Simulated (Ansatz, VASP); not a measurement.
## AlAs in VASP and in Ansatz

```
CELL_PARAMETERS angstrom
0.00000 2.30572 2.30572
2.30572 0.00000 2.30572
2.30572 2.30572 0.00000
ATOMIC_POSITIONS crystal
Al 0.00000 0.00000 0.00000
As 0.25000 0.25000 0.25000
```

Change from the starting cell: volume scaled by 0.55, crystal datasets.

Alike in both runs: task single point; functional LDA; k mesh 11 × 11 × 11; occupations fermi-dirac, width 0.08 eV; no spin polarisation.

```csv
,VASP,Ansatz
version,VASP 6.6.1,Ansatz 0.2.0
potentials or method,"VASP PAW LDA potentials, release 64 (Al, As), cutoff 500 eV","all-electron PAW with datasets made for the crystal, scalar-relativistic"
```

Ansatz gave:

* pressure (GPa): 149.4

**Question.** What did VASP give for the same quantities?

**Answer.** Pressure (GPa): 152.9.

LDA's correlation is that of Perdew and Zunger in VASP and of Perdew and Wang (1992) in Ansatz. Both programs put the cell under a high pressure, so it lies far from rest at this level. Ansatz ran all-electron here, and VASP with PAW potentials.

Noted on VASP's run: the cell as given lies far from equilibrium.
